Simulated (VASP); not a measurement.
ErH:

```
CELL_PARAMETERS angstrom
0.00000 2.43585 2.43585
2.43585 0.00000 2.43585
2.43585 2.43585 0.00000
ATOMIC_POSITIONS crystal
Er 0.00000 0.00000 0.00000
H 0.50000 0.50000 0.50000
```

Base run:

| Quantity | Value |
| --- | --- |
| Program | VASP 6.6.1 |
| Functional | PBEsol |
| Potentials or basis | VASP PAW PBE potentials, release 64 (Er, H) |
| Cutoff | 600 eV |
| k mesh | 8 × 8 × 8 |
| Occupations | fermi-dirac, width 0.05 eV |
| Spin | collinear spin, ferromagnetic start |
| Starting moments | [3.0, 0.0] μB |

Its results: pressure -1.8 GPa; net moment 2.38 μB per cell; site moments Er +2.42; H -0.00 μB.

Task: The run is repeated on the same cell with these changes: k mesh from 8 × 8 × 8 to 3 × 3 × 3. What comes out?

Result: Pressure -2.0 GPa; net moment 2.53 μB per cell; site moments Er +2.50; H +0.01 μB.

Caveats: some runs use coarse meshes; the magnetic or orbital state may not be the lowest; the PAW data sets were made with another functional, which shifts forces and pressure a little.
